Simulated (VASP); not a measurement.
# CuO (P6_3/mmc) in VASP: further runs, part 3 of 3

VASP 6.6.1.

**4. Single point, LDA+U**

Contents of INCAR:

```
PREC = Accurate
ENCUT = 700
EDIFF = 1E-6
ISMEAR = -1
SIGMA = 0.05
LREAL = False
LASPH = True
NELM = 200
ALGO = Normal
ISIF = 2
LWAVE = False
LCHARG = True
LMAXMIX = 4
LDAU = True
LDAUTYPE = 2
LDAUL = 2 -1
LDAUU = 3 0
LDAUJ = 0 0
LDAUPRINT = 1
GGA = CA
LELF = True
LVHAR = True
NBANDS = 33
GGA_COMPAT = False
```

Contents of KPOINTS:

```
Automatic mesh
0
Gamma
  10 10 6
```

Contents of POSCAR:

```
CuO
1.0
    3.1795331000      0.0000000000      0.0000000000
   -1.5897665500      2.7535564400      0.0000000000
    0.0000000000      0.0000000000      4.4314907300
Cu O
2 2
Direct
    0.0000000000      0.0000000000      0.0000000000
    0.0000000000      0.0000000000      0.5000000000
    0.3333333333      0.6666666667      0.2500000000
    0.6666666667      0.3333333333      0.7500000000
```

Potentials or basis: VASP PAW LDA potentials, release 64 (Cu_sv_GW, O).

Started as:

```console
> cat potpaw_LDA.64/Cu_sv_GW/POTCAR potpaw_LDA.64/O/POTCAR > POTCAR
> mpirun -np 1 vasp_std > vasp.out
```

OUTCAR:

```text
PREC = Accurate
   ENCUT = 700
   EDIFF = 1E-6
   ISMEAR = -1
   LREAL = False
   LASPH = True
   NELM = 200
   ISIF = 2
   GGA = CA

 ion  position               nearest neighbor table
   1  0.000  0.000  0.000-   3 2.14   4 2.14   4 2.14   3 2.14   4 2.14   3 2.14   2 2.22   2 2.22

   2  0.000  0.000  0.500-   3 2.14   4 2.14   4 2.14   3 2.14   4 2.14   3 2.14   1 2.22   1 2.22

   3  0.333  0.667  0.250-   1 2.14   2 2.14   1 2.14   2 2.14   1 2.14   2 2.14
   4  0.667  0.333  0.750-   1 2.14   2 2.14   1 2.14   2 2.14   1 2.14   2 2.14

  LATTYP: Found a hexagonal cell.
 ALAT       =     3.1795331000
 C/A-ratio  =     1.3937551806

  Lattice vectors:

 A1 = (   3.1795331000,   0.0000000000,   0.0000000000)
 A2 = (  -1.5897665500,   2.7535564400,   0.0000000000)
 A3 = (   0.0000000000,   0.0000000000,   4.4314907300)

Analysis of symmetry for initial positions (statically):
=====================================================================
 Subroutine PRICEL returns:
 Original cell was already a primitive cell.

 Routine SETGRP: Setting up the symmetry group for a
 hexagonal supercell.

 Subroutine GETGRP returns: Found 24 space group operations
 (whereof 12 operations were pure point group operations)
 out of a pool of 24 trial point group operations.

The static configuration has the point symmetry D_3d.
 The point group associated with its full space group is D_6h.

Analysis of symmetry for dynamics (positions and initial velocities):
=====================================================================
 Subroutine PRICEL returns:
 Original cell was already a primitive cell.

 Routine SETGRP: Setting up the symmetry group for a
 hexagonal supercell.

 Subroutine GETGRP returns: Found 24 space group operations
 (whereof 12 operations were pure point group operations)
 out of a pool of 24 trial point group operations.

The dynamic configuration has the point symmetry D_3d.
 The point group associated with its full space group is D_6h.

 Subroutine INISYM returns: Found 24 space group operations
 (whereof 12 operations are pure point group operations),
 and found     1 'primitive' translations

----------------------------------------------------------------------------------------

                                     Primitive cell

  volume of cell :      38.7978

  direct lattice vectors                    reciprocal lattice vectors
     3.179533100  0.000000000  0.000000000     0.314511587  0.181583349  0.000000000
[... 156 lines left out ...]
  o =  0.8515  v =  0.0000  0.7314  0.0000  0.0000 -0.6819  0.0000  0.0000  0.0000  0.0000  0.0000      0.0000  0.0000  0.0000  0.0000  0.0000  0.0000  0.0000  0.0000  0.0000  0.0000
  o =  0.8515  v =  0.0000  0.0000  0.0000  0.0000  0.0000  0.0000  0.7314  0.0000  0.0000 -0.6819      0.0000  0.0000  0.0000  0.0000  0.0000  0.0000  0.0000  0.0000  0.0000  0.0000
  o =  0.9205  v =  0.0000  0.0000  0.0000  0.0000  0.0000  0.0000 -0.0000  1.0000 -0.0000 -0.0000      0.0000  0.0000  0.0000  0.0000  0.0000  0.0000  0.0000  0.0000  0.0000  0.0000
  o =  0.9205  v =  0.0000 -0.0000  1.0000 -0.0000 -0.0000  0.0000  0.0000  0.0000  0.0000  0.0000      0.0000  0.0000  0.0000  0.0000  0.0000  0.0000  0.0000  0.0000  0.0000  0.0000
  o =  0.9380  v = -0.7314  0.0000 -0.0000 -0.6819 -0.0000  0.0000  0.0000  0.0000  0.0000  0.0000      0.0000  0.0000  0.0000  0.0000  0.0000  0.0000  0.0000  0.0000  0.0000  0.0000
  o =  0.9380  v =  0.0000  0.0000  0.0000  0.0000  0.0000 -0.7314  0.0000 -0.0000 -0.6819 -0.0000      0.0000  0.0000  0.0000  0.0000  0.0000  0.0000  0.0000  0.0000  0.0000  0.0000
  o =  0.9380  v =  0.0000 -0.6819 -0.0000  0.0000 -0.7314  0.0000  0.0000  0.0000  0.0000  0.0000      0.0000  0.0000  0.0000  0.0000  0.0000  0.0000  0.0000  0.0000  0.0000  0.0000
  o =  0.9380  v =  0.0000  0.0000  0.0000  0.0000  0.0000  0.0000 -0.6819 -0.0000  0.0000 -0.7314      0.0000  0.0000  0.0000  0.0000  0.0000  0.0000  0.0000  0.0000  0.0000  0.0000

atom =   2  type =  1  l = 2

 onsite density matrix

spin component  1

  0.8978 -0.0000  0.0000 -0.0432  0.0000
 -0.0000  0.8917 -0.0000 -0.0000 -0.0432
  0.0000 -0.0000  0.9205 -0.0000  0.0000
 -0.0432 -0.0000 -0.0000  0.8917  0.0000
  0.0000 -0.0432  0.0000  0.0000  0.8978

spin component  2

  0.8978 -0.0000  0.0000 -0.0432  0.0000
 -0.0000  0.8917 -0.0000 -0.0000 -0.0432
  0.0000 -0.0000  0.9205 -0.0000  0.0000
 -0.0432 -0.0000 -0.0000  0.8917  0.0000
  0.0000 -0.0432  0.0000  0.0000  0.8978

 occupancies and eigenvectors

  o =  0.8515  v =  0.6819  0.0000 -0.0000  0.7314 -0.0000  0.0000  0.0000  0.0000  0.0000  0.0000      0.0000  0.0000  0.0000  0.0000  0.0000  0.0000  0.0000  0.0000  0.0000  0.0000
  o =  0.8515  v =  0.0000  0.0000  0.0000  0.0000  0.0000  0.6819  0.0000 -0.0000  0.7314 -0.0000      0.0000  0.0000  0.0000  0.0000  0.0000  0.0000  0.0000  0.0000  0.0000  0.0000
  o =  0.8515  v =  0.0000 -0.7314  0.0000 -0.0000 -0.6819  0.0000  0.0000  0.0000  0.0000  0.0000      0.0000  0.0000  0.0000  0.0000  0.0000  0.0000  0.0000  0.0000  0.0000  0.0000
  o =  0.8515  v =  0.0000  0.0000  0.0000  0.0000  0.0000  0.0000 -0.7314  0.0000 -0.0000 -0.6819      0.0000  0.0000  0.0000  0.0000  0.0000  0.0000  0.0000  0.0000  0.0000  0.0000
  o =  0.9205  v =  0.0000  0.0000  0.0000  0.0000  0.0000  0.0000  0.0000  1.0000  0.0000 -0.0000      0.0000  0.0000  0.0000  0.0000  0.0000  0.0000  0.0000  0.0000  0.0000  0.0000
  o =  0.9205  v =  0.0000  0.0000  1.0000  0.0000 -0.0000  0.0000  0.0000  0.0000  0.0000  0.0000      0.0000  0.0000  0.0000  0.0000  0.0000  0.0000  0.0000  0.0000  0.0000  0.0000
  o =  0.9380  v = -0.7314  0.0000 -0.0000  0.6819 -0.0000  0.0000  0.0000  0.0000  0.0000  0.0000      0.0000  0.0000  0.0000  0.0000  0.0000  0.0000  0.0000  0.0000  0.0000  0.0000
  o =  0.9380  v =  0.0000  0.0000  0.0000  0.0000  0.0000 -0.7314  0.0000 -0.0000  0.6819 -0.0000      0.0000  0.0000  0.0000  0.0000  0.0000  0.0000  0.0000  0.0000  0.0000  0.0000
  o =  0.9380  v =  0.0000 -0.6819  0.0000  0.0000  0.7314  0.0000  0.0000  0.0000  0.0000  0.0000      0.0000  0.0000  0.0000  0.0000  0.0000  0.0000  0.0000  0.0000  0.0000  0.0000
  o =  0.9380  v =  0.0000  0.0000  0.0000  0.0000  0.0000  0.0000 -0.6819  0.0000  0.0000  0.7314      0.0000  0.0000  0.0000  0.0000  0.0000  0.0000  0.0000  0.0000  0.0000  0.0000

 number of electron      50.0000005 magnetization

 Free energy of the ion-electron system (eV)
  ---------------------------------------------------
  ext. energy  EPLUGINS =         0.00000000
  ---------------------------------------------------
  free energy    TOTEN  =       -19.33660579 eV

  energy without entropy =      -19.31084148  energy(sigma->0) =      -19.32372363

 E-fermi :   5.0104     XC(G=0): -13.1451

 val. band max:        5.0004343990   @ k =   0.2000   0.2000   0.5000
 cond. band min:       5.0129245927   @ k =   0.3000   0.0000   0.0000
 fundamental gap:      0.0124901937
 Fermi energy:         5.0104489745

 k-point     1 :       0.0000    0.0000    0.0000
  band No.  band energies     occupation
      1    -105.2255      2.00000
      2    -105.1904      2.00000
      3     -63.4370      2.00000
      4     -63.1820      2.00000
      5     -63.1820      2.00000
      6     -63.1535      2.00000
[... 853 lines left out ...]
     32      17.8285      0.00000
     33      18.7908      0.00000

 [... further k-points ...]

------------------------ aborting loop because EDIFF is reached ----------------------------------------

  FORCE on cell =-STRESS in cart. coord.  units (eV):
  Direction    XX          YY          ZZ          XY          YZ          ZX
  --------------------------------------------------------------------------------------
  -------------------------------------------------------------------------------------
  Total       -6.7674182     -6.7674182      3.6165831      0.0000000      0.0000000     -0.0000000
  in kB     -279.4643537   -279.4643544    149.3488402      0.0000000      0.0000000     -0.0000000
  external PRESSURE =    -136.5266226 kB  Pullay stress =       0.0000000 kB

 VOLUME and BASIS-vectors are now :
 -----------------------------------------------------------------------------
  energy-cutoff  :      700.00
  volume of cell :       38.80
      direct lattice vectors                 reciprocal lattice vectors
     3.179533100  0.000000000  0.000000000     0.314511587  0.181583349  0.000000000
    -1.589766550  2.753556440  0.000000000     0.000000000  0.363166698  0.000000000
     0.000000000  0.000000000  4.431490730     0.000000000  0.000000000  0.225657699

 POSITION                                       TOTAL-FORCE (eV/Angst)
 -----------------------------------------------------------------------------------
      0.00000      0.00000      0.00000         0.000000      0.000000     -0.000000
      0.00000      0.00000      2.21575         0.000000      0.000000     -0.000000
     -0.00000      1.83570      1.10787        -0.000000     -0.000000      0.000000
      1.58977      0.91785      3.32362        -0.000000      0.000000     -0.000000
 -----------------------------------------------------------------------------------
    total drift:                               -0.000000     -0.000000     -0.000000

  FREE ENERGIE OF THE ION-ELECTRON SYSTEM (eV)
  ---------------------------------------------------
  free  energy   TOTEN  =       -19.3366057920 eV

  energy  without entropy=      -19.3108414763  energy(sigma->0) =      -19.32372363
```

stdout:

```text
POSCAR found type information on POSCAR CuO
 POSCAR found :  2 types and       4 ions
 scaLAPACK will be used
 LDA part: xc-table for (Slater(with rela. corr.)+CA(PZ))
 , standard interpolation
 POSCAR, INCAR and KPOINTS ok, starting setup
 FFT: planning ... GRIDC
 FFT: planning ... GRID_SOFT
 FFT: planning ... GRID
 WAVECAR not read
 entering main loop
```

It took 64 s on 1 thread of Intel Xeon 6975P-C (Granite Rapids), shared host; peak memory 0.24 GiB.

Results:

| Item | Value |
| --- | --- |
| Free energy | -19.3366 eV |
| Pressure | -13.7 GPa |
| Band gap on the k mesh | zero (bands 25 and 26 overlap by 1.14 eV) |

Eigenvalues of the final occupation matrices:
| site | spin | trace | eigenvalues |
| --- | --- | --- | --- |
| site 1 d | 1 | 4.50 | 0.85 0.85 0.92 0.94 0.94 |
| site 1 d | 2 | 4.50 | 0.85 0.85 0.92 0.94 0.94 |
| site 2 d | 1 | 4.50 | 0.85 0.85 0.92 0.94 0.94 |
| site 2 d | 2 | 4.50 | 0.85 0.85 0.92 0.94 0.94 |

Caveat: the cell stands under tension; U without spin polarisation on a metal has little footing.

**5. Single point, LDA+U**

Contents of INCAR:

```
PREC     = Accurate       # precision mode
ENCUT    = 700            # plane-wave cutoff, eV
EDIFF    = 1E-6           # SCF threshold, eV
ISMEAR   = -1             # smearing method
SIGMA    = 0.05           # smearing width, eV
LREAL    = False          # projectors in reciprocal space
LASPH    = True           # aspherical terms in the spheres
NELM     = 200            # most SCF steps
ALGO     = Normal         # electronic algorithm
ISIF     = 2              # what is computed and relaxed
LWAVE    = False          # write WAVECAR
LCHARG   = True           # write CHGCAR
LMAXMIX  = 4              # l up to which the mixer works
LDAU     = True           # DFT+U
LDAUTYPE = 2            
LDAUL    = 2 -1           # shell
LDAUU    = 6 0            # U, eV
LDAUJ    = 0 0          
LDAUPRINT= 1            
GGA      = CA             # functional
LELF     = True           # ELF
LVHAR    = True         
NBANDS   = 33             # bands
GGA_COMPAT= False
```

Contents of KPOINTS:

```
regular mesh
0
Gamma
  10 10 6
```

POSCAR is that of step 4.

Started as:

```console
> cat potpaw_LDA.64/Cu_sv_GW/POTCAR potpaw_LDA.64/O/POTCAR > POTCAR
> mpirun -np 1 vasp_std > vasp.out
```

Run time: 73 s. Hardware: 1 thread of Intel Xeon Platinum 8559C (Emerald Rapids), shared host; peak memory 0.23 GiB.

It converged, with:

```
Free energy            : -16.7714 eV
Pressure               : -14.4 GPa
Band gap on the k mesh : zero (bands 25 and 26 overlap by 1.14 eV)
```

Stress tensor (GPa, compression positive):
```
-28.16   0.00   0.00
  0.00 -28.16   0.00
  0.00   0.00  13.19
```

Levels at points of the mesh, in eV from the Fermi level:
| k point | band 22 | band 23 | band 24 | band 25 | band 26 | band 27 | band 28 | band 29 |
| --- | --- | --- | --- | --- | --- | --- | --- | --- |
| (0.00, 0.00, 0.00) | -2.03 | -1.19 | -0.67 | 0.59 | 0.59 | 2.04 | 5.69 | 11.83 |
| (0.50, 0.00, 0.00) | -2.18 | -2.03 | -1.88 | 0.28 | 0.53 | 7.23 | 7.26 | 10.24 |
| (0.00, 0.00, 0.50) | -2.55 | -0.14 | -0.14 | -0.14 | -0.14 | 4.73 | 4.73 | 14.34 |
| (0.50, 0.00, 0.50) | -2.54 | -0.61 | -0.61 | -0.55 | -0.55 | 6.50 | 6.50 | 10.57 |

Eigenvalues of the final occupation matrices:
```
    site  spin  trace               eigenvalues
site 1 d     1   4.54  0.86 0.86 0.93 0.94 0.94
site 1 d     2   4.54  0.86 0.86 0.93 0.94 0.94
site 2 d     1   4.54  0.86 0.86 0.93 0.94 0.94
site 2 d     2   4.54  0.86 0.86 0.93 0.94 0.94
```

Caveat: the cell stands under tension; U without spin polarisation on a metal has little footing.

**6. Relaxation of cell and atoms, PBEsol, target pressure 30 GPa, at which the enthalpy is minimised**

Contents of INCAR:

```
  PREC = Accurate
  ENCUT = 600
  EDIFF = 1E-6
  ISMEAR = -1
  SIGMA = 0.05
  LREAL = F
  LASPH = T
  NELM = 100
  ALGO = Normal
  ISIF = 3
  LWAVE = F
  LCHARG = F
  GGA = PS
  IBRION = 2
  NSW = 60
  EDIFFG = -0.01
  PSTRESS = 300.0
```

Contents of KPOINTS:

```
Automatic mesh
0
Gamma
  10 10 6
```

POSCAR is that of step 5.

Potentials or basis: VASP PAW PBE potentials, release 64 (Cu, O).

Started as:

```console
> cat potpaw_PBE.64/Cu/POTCAR potpaw_PBE.64/O/POTCAR > POTCAR
> mpirun -np 1 vasp_std > vasp.out
```

Run time: 6.8 min. Hardware: 1 thread of Intel Xeon Platinum 8259CL at 2.50GHz (Skylake/Cascade Lake), shared host; peak memory 0.21 GiB.

Results (log left out):

```
Free energy                                                : -20.3792 eV
Relaxed volume                                             : 8.23 Å³/atom
Relaxed cell                                               : a = 2.776 Å, b = 2.776 Å, c = 4.931 Å, α = 90.00°, β = 90.00°, γ = 120.00°
Space group after relaxing (to 0.1 Å)                      : P6_3/mmc (No. 194)
Energy change on relaxing (the run minimises the enthalpy) : -97.4 meV/atom
Ionic steps                                                : 11
Pressure after relaxing                                    : 30.0 GPa
Band gap on the k mesh                                     : zero (bands 17 and 18 overlap by 1.18 eV)
```

Stress tensor (GPa, compression positive):
```
30.02  0.00  0.00
 0.00 30.02  0.00
 0.00  0.00 29.92
```

The path:
| step | energy change (eV) | largest force (eV/Å) | pressure (GPa) | volume (Å³) |
| --- | --- | --- | --- | --- |
| 1 | 0.0000 | 0.0000 | -2.42 | 38.80 |
| 2 | 1.4367 | 0.0000 | 99.57 | 28.59 |
| 3 | 0.0918 | 0.0000 | 41.14 | 32.46 |
| 4 | -0.3994 | 0.0000 | 29.70 | 33.12 |
| 5 | -0.4671 | 0.0000 | 23.97 | 33.43 |
| 6 | -0.4586 | 0.0000 | 26.41 | 33.30 |
| 7 | -0.4561 | 0.0000 | 26.66 | 33.29 |
| 8 | -0.3162 | 0.0000 | 33.88 | 32.53 |
| 9 | -0.3868 | 0.0000 | 30.30 | 32.89 |
| 10 | -0.3887 | 0.0000 | 30.10 | 32.90 |
| 11 | -0.3897 | 0.0000 | 29.99 | 32.90 |

Final structure:
```cif
data_structure
_symmetry_space_group_name_H-M 'P 1'
_symmetry_Int_Tables_number 1
_cell_length_a 2.7757
_cell_length_b 2.7757
_cell_length_c 4.9314
_cell_angle_alpha 90.000
_cell_angle_beta 90.000
_cell_angle_gamma 120.000
_cell_volume 32.90
loop_
_atom_site_label
_atom_site_type_symbol
_atom_site_fract_x
_atom_site_fract_y
_atom_site_fract_z
_atom_site_occupancy
Cu1 Cu 0.00000 0.00000 0.00000 1
Cu2 Cu 0.00000 0.00000 0.50000 1
O1 O 0.33333 0.66667 0.25000 1
O2 O 0.66667 0.33333 0.75000 1
```

Levels at points of the mesh, in eV from the Fermi level:
```csv
k point,band 13,band 14,band 15,band 16,band 17,band 18,band 19,band 20,band 21
"(0.00, 0.00, 0.00)",-2.78,-2.20,-2.20,-1.38,0.58,0.58,1.94,6.41,9.82
"(0.50, 0.00, 0.00)",-2.07,-2.05,-1.70,-1.42,0.45,0.64,6.52,8.41,9.13
"(0.00, 0.00, 0.50)",-2.57,-2.57,-0.43,-0.43,-0.43,-0.43,4.77,4.77,11.86
"(0.50, 0.00, 0.50)",-1.90,-1.90,-0.67,-0.67,-0.43,-0.43,6.21,6.21,10.94
```

Caveat: the cell is relaxed towards a set pressure, so the run minimises the enthalpy, not the energy; the volume moved by over 15 % at a fixed basis, so the end points are rough; the PAW data sets were made with another functional, which shifts forces and pressure a little; semilocal functionals often make such compounds metallic where correlation or magnetic order opens a gap, which also shifts bond lengths. With open d or f shells a metallic result of PBEsol can be an artefact of self-interaction; +U or a hybrid may open a gap.

**7. Overview**

```csv
task,level,potentials or basis,U,cell,cutoff (eV),gap on the mesh (eV),pressure (GPa)
relaxation of cell and atoms,PBEsol,"VASP PAW PBE potentials, release 64 (Cu, O)",-,relaxed to 10 GPa,600,none,9.9
relaxation of cell and atoms,PBEsol,"VASP PAW PBE potentials, release 64 (Cu, O)",-,relaxed to 20 GPa,600,none,20.2
single point,LDA+U,"VASP PAW LDA potentials, release 64 (Cu_sv_GW, O)",Cu d U = 3.0 eV,as given,700,none,-13.7
single point,LDA+U,"VASP PAW LDA potentials, release 64 (Cu_sv_GW, O)",Cu d U = 6.0 eV,as given,700,none,-14.4
relaxation of cell and atoms,PBEsol,"VASP PAW PBE potentials, release 64 (Cu, O)",-,relaxed to 30 GPa,600,none,30.0
```

Alike in all rows: no spin polarisation; k mesh 10 × 10 × 6; smearing fermi-dirac 0.05 eV.

Caveats: the cell is relaxed towards a set pressure, so the run minimises the enthalpy, not the energy (at least some runs); the PAW data sets were made with another functional, which shifts forces and pressure a little (at least some runs); semilocal functionals often make such compounds metallic where correlation or magnetic order opens a gap, which also shifts bond lengths (at least some runs); the cell stands under tension (at least some runs); U without spin polarisation on a metal has little footing (at least some runs); the volume moved by over 15 % at a fixed basis, so the end points are rough (at least some runs).

Total energies depend on the potentials used, so only differences within one code and one set of settings carry meaning.
